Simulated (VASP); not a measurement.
# HfO2 (fluorite type) (Fm-3m) in VASP: further runs

HfO2 (fluorite type) is run at these levels: PBE; tasks: density of states.

Program: VASP 6.6.1. These are calculated values, not measurements. Logs are shortened: lines on timing, memory, paths and dates and some standing lists are left out, and cuts for length are marked.

## 1. The cell of the first run

The structure is cubic, space group Fm-3m (No. 225). Conventional cell: a = 4.347 Å, b = 4.347 Å, c = 4.347 Å, α = 90.00°, β = 90.00°, γ = 90.00°. Within 2.5 Å of Hf (site symmetry m-3m) lie 8 O at 1.88 Å. Within 2.5 Å of O (site symmetry -43m) lie 4 Hf at 1.88 Å and 6 O at 2.17 Å.

## 2. Density of states, PBE (volume scaled by 0.62)

Input file POSCAR:

```
HfO2
1.0
    0.0000000000      2.1733086185      2.1733086185
    2.1733086185      0.0000000000      2.1733086185
    2.1733086185      2.1733086185      0.0000000000
Hf O
1 2
Direct
    0.0000000000      0.0000000000      0.0000000000
    0.2500000000      0.2500000000      0.2500000000
    0.7500000000      0.7500000000      0.7500000000
```

Input file INCAR.step1:

```
PREC = Accurate
ENCUT = 520
EDIFF = 1E-7
ISMEAR = -1
SIGMA = 0.05
LREAL = F
LASPH = T
NELM = 100
ALGO = Normal
ISIF = 2
LWAVE = F
LCHARG = T
LMAXMIX = 4
GGA = PE
NBANDS = 18
```

Input file KPOINTS.step1:

```
regular mesh
0
Gamma
  11 11 11
```

Input file INCAR.step2:

```
PREC = Accurate
ENCUT = 520
EDIFF = 1E-7
ISMEAR = -5
SIGMA = 0.05
LREAL = F
LASPH = T
NELM = 100
ALGO = Normal
ISIF = 2
LWAVE = F
LCHARG = F
LMAXMIX = 4
GGA = PE
LORBIT = 11
NBANDS = 18
NEDOS = 2001
ICHARG = 11
```

Input file KPOINTS.step2:

```
regular mesh
0
Gamma
  17 17 17
```

Potentials or basis: VASP PAW PBE potentials, release 64 (Hf_pv, O).

The run is started by

```bash
$ cat potpaw_PBE.64/Hf_pv/POTCAR potpaw_PBE.64/O/POTCAR > POTCAR
$ cp INCAR.step1 INCAR
$ cp KPOINTS.step1 KPOINTS
$ mpirun -np 1 vasp_std > vasp.out
$ cp INCAR.step2 INCAR
$ cp KPOINTS.step2 KPOINTS
$ mpirun -np 1 vasp_std > vasp.out
```

OUTCAR:

```text
PREC = Accurate
   ENCUT = 520
   EDIFF = 1E-7
   ISMEAR = -5
   LREAL = F
   LASPH = T
   NELM = 100
   ISIF = 2
   GGA = PE
   LORBIT = 11
   ICHARG = 11

 ion  position               nearest neighbor table
   1  0.000  0.000  0.000-   3 1.88   3 1.88   3 1.88   2 1.88   3 1.88   2 1.88   2 1.88   2 1.88

   2  0.250  0.250  0.250-   1 1.88   1 1.88   1 1.88   1 1.88
   3  0.750  0.750  0.750-   1 1.88   1 1.88   1 1.88   1 1.88

  LATTYP: Found a face centered cubic cell.
 ALAT       =     4.3466172370

  Lattice vectors:

 A1 = (   0.0000000000,   2.1733086185,   2.1733086185)
 A2 = (   2.1733086185,   0.0000000000,   2.1733086185)
 A3 = (   2.1733086185,   2.1733086185,   0.0000000000)

Analysis of symmetry for initial positions (statically):
=====================================================================
 Subroutine PRICEL returns:
 Original cell was already a primitive cell.

 Routine SETGRP: Setting up the symmetry group for a
 face centered cubic supercell.

 Subroutine GETGRP returns: Found 48 space group operations
 (whereof 48 operations were pure point group operations)
 out of a pool of 48 trial point group operations.

The static configuration has the point symmetry O_h .

Analysis of symmetry for dynamics (positions and initial velocities):
=====================================================================
 Subroutine PRICEL returns:
 Original cell was already a primitive cell.

 Routine SETGRP: Setting up the symmetry group for a
 face centered cubic supercell.

 Subroutine GETGRP returns: Found 48 space group operations
 (whereof 48 operations were pure point group operations)
 out of a pool of 48 trial point group operations.

The dynamic configuration has the point symmetry O_h .

 Subroutine INISYM returns: Found 48 space group operations
 (whereof 48 operations are pure point group operations),
 and found     1 'primitive' translations

----------------------------------------------------------------------------------------

                                     Primitive cell

  volume of cell :      20.5302

  direct lattice vectors                    reciprocal lattice vectors
     0.000000000  2.173308619  2.173308619    -0.230063966  0.230063966  0.230063966
     2.173308619  0.000000000  2.173308619     0.230063966 -0.230063966  0.230063966
     2.173308619  2.173308619  0.000000000     0.230063966  0.230063966 -0.230063966

  length of vectors
     3.073522524  3.073522524  3.073522524     0.398482478  0.398482478  0.398482478

  position of ions in fractional coordinates (direct lattice)
     0.000000000  0.000000000  0.000000000
     0.250000000  0.250000000  0.250000000
     0.750000000  0.750000000  0.750000000

  ion indices of the primitive-cell ions
   primitive index   ion index
                 1           1
                 2           2
                 3           3

----------------------------------------------------------------------------------------

 KPOINTS: regular mesh

Automatic generation of k-mesh.
 Grid dimensions read from file:
 generate k-points for:   17   17   17

 Generating k-lattice:

  Cartesian coordinates                     Fractional coordinates (reciprocal lattice)
    -0.013533174  0.013533174  0.013533174     0.058823529  0.000000000  0.000000000
     0.013533174 -0.013533174  0.013533174     0.000000000  0.058823529  0.000000000
     0.013533174  0.013533174 -0.013533174     0.000000000  0.000000000  0.058823529

  Length of vectors
     0.023440146  0.023440146  0.023440146

  Shift w.r.t. Gamma in fractional coordinates (k-lattice)
     0.000000000  0.000000000  0.000000000

 TETIRR: Found    693 inequivalent tetrahedra from    29478

 Subroutine IBZKPT returns following result:
 ===========================================

 Found    165 irreducible k-points:

 Following reciprocal coordinates:
            Coordinates               Weight
  0.000000  0.000000  0.000000      1.000000
  0.058824  0.000000  0.000000      8.000000
  0.117647  0.000000  0.000000      8.000000
  0.176471  0.000000  0.000000      8.000000
  0.235294  0.000000  0.000000      8.000000
  0.294118  0.000000  0.000000      8.000000
[... 16 lines left out ...]
 -0.176471  0.058824  0.000000     24.000000
 -0.117647  0.058824  0.000000     24.000000
 [... further k-points ...]
   k-points           NKPTS =    165   k-points in BZ     NKDIM =    165   number of bands    NBANDS=     18
   number of dos      NEDOS =   2001   number of ions     NIONS =      3
   total plane-waves  NPLWV =  13824
   dimension x,y,z NGX =    24 NGY =   24 NGZ =   24
   dimension x,y,z NGXF=    48 NGYF=   48 NGZF=   48
   ions per type =               1   2
   NGX,Y,Z   is equivalent  to a cutoff of  12.98, 12.98, 12.98 a.u.
   NGXF,Y,Z  is equivalent  to a cutoff of  25.96, 25.96, 25.96 a.u.
 SYSTEM =  unknown system
   PREC   = accura    normal or accurate (medium, high low for compatibility)
   ISTART =      0    job   : 0-new  1-cont  2-samecut
   ICHARG =     11    charge: 1-file 2-atom 10-const
   ISPIN  =      1    spin polarized calculation?
   LNONCOLLINEAR =      F non collinear calculations
   LSORBIT =      F    spin-orbit coupling
   LASPH  =      T    aspherical Exc in radial PAW
   ENCUT  =  520.0 eV  38.22 Ry    6.18 a.u.   5.71  5.71  5.71*2*pi/ulx,y,z
   NELM   =    100;   NELMIN=  2; NELMDL=  0     # of ELM steps
   EDIFF  = 0.1E-06   stopping-criterion for ELM
   LREAL  =      F    real-space projection
   EDIFFG = 0.1E-05   stopping-criterion for IOM
   NSW    =      0    number of steps for IOM
   IBRION =     -1    ionic relax: 0-MD 1-quasi-New 2-CG
   NFREE  =      0    steps in history (QN), initial steepest desc. (CG)
   ISIF   =      2    stress and relaxation
   ISYM   =      2    0-nonsym 1-usesym 2-fastsym
   POTIM  = 0.5000    time-step for ionic-motion
   TEBEG  =    0.0;   TEEND  =   0.0 temperature during run
   PSTRESS=    0.0 pullay stress
   NELECT =      22.0000    total number of electrons
   NUPDOWN=      -1.0000    fix difference up-down
   EMIN   =  10.00;   EMAX   =-10.00  energy-range for DOS
   EFERMI =   0.00;   METHOD = LEGACY
   ISMEAR =    -5;   SIGMA  =   0.05  broadening in eV -4-tet -1-fermi 0-gaus
   EFERMI_NEDOS =   21; number of points for ismear=-14 and -15
   IALGO  =     38    algorithm
   IMIX   =      4    mixing-type and parameters
     AMIX     =   0.40;   BMIX     =  1.00
     AMIX_MAG =   1.60;   BMIX_MAG =  1.00
  volume/ion in A,a.u.               =       6.84        46.18
  Fermi-wavevector in a.u.,A,eV,Ry     =   1.675268  3.165798 38.185067  2.806523
  Thomas-Fermi vector in A             =   2.759917
   LORBIT       =     11    0 simple, 1 ext, 2 COOP (PROOUT), +10 PAW based schemes
   GGA     = PE    functional components
   LHFCALC =     F    Hartree Fock is set to
   AEXX    =    0.0000 exact exchange contribution
   IVDW    =     0    specifies the selected vdW correction
   LEPSILON=     F    determine dielectric tensor
   LRPA    =     F    only Hartree local field effects (RPA)
 non-spin polarized calculation
 Fermi weights with tetrahedron method with Bloechl corrections
  energy-cutoff  :      520.00
  volume of cell :       20.53
 maximum number of plane-waves:       568

 number of electron      21.9999990 magnetization

 Free energy of the ion-electron system (eV)
  ---------------------------------------------------
  ext. energy  EPLUGINS =         0.00000000
  ---------------------------------------------------
  free energy    TOTEN  =       -22.38404227 eV

  energy without entropy =      -22.38404227  energy(sigma->0) =      -22.38404227

 E-fermi :   9.0655     XC(G=0): -14.5195

 val. band max:        9.0566214754   @ k =  -0.4706   0.4706   0.0000
 cond. band min:      13.6584138669   @ k =   0.0000   0.0000   0.0000
 fundamental gap:      4.6017923915
 Fermi energy:         9.0655483991

 k-point     1 :       0.0000    0.0000    0.0000
  band No.  band energies     occupation
      1     -18.9181      2.00000
      2     -18.9181      2.00000
      3     -18.9181      2.00000
      4     -12.9157      2.00000
      5      -7.2266      2.00000
      6       0.0725      2.00000
[... 10 lines left out ...]
     17      26.6647      0.00000
     18      26.6647      0.00000

 k-point     2 :       0.0588    0.0000    0.0000
  band No.  band energies     occupation
      1     -19.0689      2.00000
      2     -18.9295      2.00000
      3     -18.9295      2.00000
      4     -12.7229      2.00000
      5      -7.3683      2.00000
      6       0.1366      2.00000
[... 10 lines left out ...]
     17      26.3850      0.00000
     18      26.3850      0.00000

 k-point     3 :       0.1176    0.0000    0.0000
  band No.  band energies     occupation
      1     -19.4578      2.00000
      2     -18.9619      2.00000
      3     -18.9619      2.00000
      4     -12.2257      2.00000
      5      -7.7058      2.00000
      6       0.3189      2.00000
[... 10 lines left out ...]
     17      25.8508      0.00000
     18      25.8508      0.00000

 k-point     4 :       0.1765    0.0000    0.0000
  band No.  band energies     occupation
      1     -19.9618      2.00000
      2     -19.0103      2.00000
      3     -19.0103      2.00000
      4     -11.6133      2.00000
      5      -8.0417      2.00000
      6       0.5895      2.00000
[... 375 lines left out ...]
      4     -10.8886      2.00000
      5      -8.1835      2.00000
      6       1.0535      2.00000
[... 10 lines left out ...]
     17      25.0314      0.00000
     18      25.1767      0.00000

 k-point    23 :      -0.1765    0.0588    0.0000
  band No.  band energies     occupation
      1     -20.1697      2.00000
      2     -19.1215      2.00000
      3     -19.0074      2.00000
      4     -11.2873      2.00000
      5      -8.2009      2.00000
      6       0.7499      2.00000
[... 10 lines left out ...]
     17      25.1795      0.00000
     18      25.5437      0.00000

 k-point    24 :      -0.1176    0.0588    0.0000
  band No.  band energies     occupation
      1     -19.6819      2.00000
      2     -19.0476      2.00000
      3     -18.9619      2.00000
      4     -11.8834      2.00000
      5      -7.9210      2.00000
      6       0.4470      2.00000
[... 10 lines left out ...]
     17      25.1850      0.00000
     18      26.0824      0.00000

 [... further k-points ...]

------------------------ aborting loop because EDIFF is reached ----------------------------------------

  FORCE on cell =-STRESS in cart. coord.  units (eV):
  Direction    XX          YY          ZZ          XY          YZ          ZX
  --------------------------------------------------------------------------------------
  -------------------------------------------------------------------------------------
  Total       39.7745686     39.7745686     39.7745686      0.0000000      0.0000000     -0.0000000
  in kB     3104.0010352   3104.0010352   3104.0010352      0.0000000      0.0000000     -0.0000000
  external PRESSURE =    3104.0010352 kB  Pullay stress =       0.0000000 kB

 VOLUME and BASIS-vectors are now :
 -----------------------------------------------------------------------------
  energy-cutoff  :      520.00
  volume of cell :       20.53
      direct lattice vectors                 reciprocal lattice vectors
     0.000000000  2.173308619  2.173308619    -0.230063966  0.230063966  0.230063966
     2.173308619  0.000000000  2.173308619     0.230063966 -0.230063966  0.230063966
     2.173308619  2.173308619  0.000000000     0.230063966  0.230063966 -0.230063966

 POSITION                                       TOTAL-FORCE (eV/Angst)
 -----------------------------------------------------------------------------------
      0.00000      0.00000      0.00000         0.000000      0.000000      0.000000
      1.08665      1.08665      1.08665        -0.000000     -0.000000     -0.000000
      3.25996      3.25996      3.25996         0.000000     -0.000000      0.000000
 -----------------------------------------------------------------------------------
    total drift:                                0.000000      0.000000      0.000000

  FREE ENERGIE OF THE ION-ELECTRON SYSTEM (eV)
  ---------------------------------------------------
  free  energy   TOTEN  =       -22.3840422725 eV

  energy  without entropy=      -22.3840422725  energy(sigma->0) =      -22.38404227

 total charge

# of ion       s       p       d       tot
------------------------------------------
    1        0.498   7.508   2.601  10.607
    2        1.619   3.886   0.000   5.505
    3        1.619   3.886   0.000   5.505
--------------------------------------------------
tot          3.735  15.280   2.601  21.617
```

Run time: 36 s. Hardware: 1 thread of Intel Xeon 6975P-C (Granite Rapids), shared host; peak memory 0.17 GiB.

What came out:

| Property | Result |
| --- | --- |
| Valence electrons inside the program's atomic spheres | Hf 10.61; O 5.50 |

Caveat: the cell differs from its parent crystal (volume scaled by 0.62); spin-orbit coupling is left out, which moves the levels of the heavy elements.

## 3. Density of states, PBE

This run uses another cell than the first one, of 11.04 Å³/atom, 1.613 times its volume.

Input file POSCAR:

```
HfO2
1.0
    0.0000000000      2.5487320044      2.5487320044
    2.5487320044      0.0000000000      2.5487320044
    2.5487320044      2.5487320044      0.0000000000
Hf O
1 2
Direct
    0.0000000000      0.0000000000      0.0000000000
    0.2500000000      0.2500000000      0.2500000000
    0.7500000000      0.7500000000      0.7500000000
```

Input file INCAR.step1:

```
SYSTEM = HfO2
  PREC = Accurate
  ENCUT = 520
  EDIFF = 1E-6
  ISMEAR = -1
  SIGMA = 0.05
  LREAL = .False.
  LASPH = .True.
  NELM = 60
  ALGO = Normal
  ISIF = 2
  LWAVE = .False.
  LCHARG = .True.
  LMAXMIX = 4
  GGA = PE
  NBANDS = 18
```

Input file KPOINTS.step1:

```
regular mesh
0
Gamma
  11 11 11
  0 0 0
```

Input file INCAR.step2:

```
SYSTEM = HfO2
  PREC = Accurate
  ENCUT = 520
  EDIFF = 1E-6
  ISMEAR = -5
  SIGMA = 0.05
  LREAL = .False.
  LASPH = .True.
  NELM = 60
  ALGO = Normal
  ISIF = 2
  LWAVE = .False.
  LCHARG = .False.
  LMAXMIX = 4
  GGA = PE
  LORBIT = 11
  NBANDS = 18
  NEDOS = 1001
  ICHARG = 11
```

Input file KPOINTS.step2:

```
regular mesh
0
Gamma
  17 17 17
  0 0 0
```

Potentials or basis: VASP PAW PBE potentials, release 64 (Hf_pv, O).

The run is started by

```bash
$ cat potpaw_PBE.64/Hf_pv/POTCAR potpaw_PBE.64/O/POTCAR > POTCAR
$ cp INCAR.step1 INCAR
$ cp KPOINTS.step1 KPOINTS
$ mpirun -np 1 vasp_std > vasp.out
$ cp INCAR.step2 INCAR
$ cp KPOINTS.step2 KPOINTS
$ mpirun -np 1 vasp_std > vasp.out
```

Run time: 77 s. Hardware: 1 thread of Intel Xeon 6975P-C (Granite Rapids), shared host; peak memory 0.22 GiB.

Results (log left out):

| Property | Result |
| --- | --- |
| Valence electrons inside the program's atomic spheres | Hf 8.18; O 5.10 |

Levels at points of the mesh, in eV from the valence-band top:
| k point | band 8 | band 9 | band 10 | band 11 | band 12 | band 13 | band 14 | band 15 |
| --- | --- | --- | --- | --- | --- | --- | --- | --- |
| (0.00, 0.00, 0.00) | -5.23 | -0.59 | -0.59 | -0.59 | 3.85 | 3.85 | 5.72 | 10.23 |

Caveat: spin-orbit coupling is left out, which moves the levels of the heavy elements.
